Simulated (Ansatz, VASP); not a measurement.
NaWF3 in VASP and in Ansatz

The input INCAR:

```
  PREC = Accurate
  ENCUT = 600
  EDIFF = 1E-6
  ISMEAR = 0
  SIGMA = 0.1
  LREAL = F
  LASPH = T
  NELM = 150
  ALGO = Normal
  ISIF = 3
  LWAVE = F
  LCHARG = F
  ISPIN = 2
  MAGMOM = 0 3.36 0.01 0.01 0.01
  LORBIT = 11
  LMAXMIX = 4
  GGA = PE
  IBRION = 2
  NSW = 90
  EDIFFG = -0.04
```

Contents of KPOINTS:

```
regular mesh
0
Gamma
  4 4 4
```

The input POSCAR:

```
NaWF3
1.0
    4.3432899400      0.0000000000      0.0000000000
    0.0000000000      4.3432899400      0.0000000000
    0.0000000000      0.0000000000      4.3432899400
Na W F
1 1 3
Direct
    0.0000000000      0.0000000000      0.0000000000
    0.5000000000      0.5000000000      0.5000000000
    0.5000000000      0.0000000000      0.0000000000
    0.0000000000      0.5000000000      0.0000000000
    0.0000000000      0.0000000000      0.5000000000
```

Input for Ansatz:

```yaml
crystal:
  lattice:
    - [4.34328994, 0.0, 0.0]
    - [0.0, 4.34328994, 0.0]
    - [0.0, 0.0, 4.34328994]
  atoms:
    - { symbol: Na, position: [0.0, 0.0, 0.0] }
    - { symbol: W, position: [0.5, 0.5, 0.5] }
    - { symbol: F, position: [0.5, 0.0, 0.0] }
    - { symbol: F, position: [0.0, 0.5, 0.0] }
    - { symbol: F, position: [0.0, 0.0, 0.5] }
basis:
  ecutwfc: 420
kpoints:
  mp_grid: { grid: [4, 4, 4] }
hamiltonian:
  xc: pbe
scf:
  occupations: { method: gaussian, width: 0.1 }
  lower_state_search: "off"
output:
  forces: true
  stress: true
  eigenvalues: true
  populations: true
magnetization:
  spin_polarized: true
relax:
  adjacent_minimum: "off"
  f_tol: 0.04
  max_steps: 70
  cell: { stress_tol: 0.4 }
```

Alike in both runs: task relaxation of cell and atoms; functional PBE; k mesh 4 × 4 × 4; occupations gaussian, width 0.1 eV; collinear spin.

|  | VASP | Ansatz |
| --- | --- | --- |
| version | VASP 6.6.1 | Ansatz 0.2.0 |
| potentials or method | VASP PAW PBE potentials, release 64 (Na_pv, W_sv, F), cutoff 600 eV | scalar-relativistic, plane waves, PAW |
| valence electrons in the cell | 42 | 44 |

|  | VASP | Ansatz | Ansatz less VASP |
| --- | --- | --- | --- |
| gap on the k mesh at the Fermi level, each at its own relaxed structure (eV) | none | none | - |
| net moment per atom (μB) | 0.80 | 0.80 | 0.000 |
| size of the moment on the site where the two differ most (μB) | 3.16 | 3.05 | -0.113 |
| relaxed volume (Å³/atom) | 13.48 | 13.42 | -0.055 |
| relaxed cell length with the largest relative difference (Å) | 4.069 | 4.064 | -0.0056 |

Site moments also hang on the region over which each program counts them. A gap of «none» marks a metal or a gap that the smearing closes. VASP's potentials hold 42 valence electrons a cell and Ansatz's 44, so a difference there can come from the potentials and not from the codes. Ansatz's warnings: no starting moments.

The k mesh is coarse, so the values compare programs but aren't converged. Spin-orbit coupling is off throughout. Noted on VASP's run: the volume moved by over 15 % at a fixed basis, so the end points are rough.
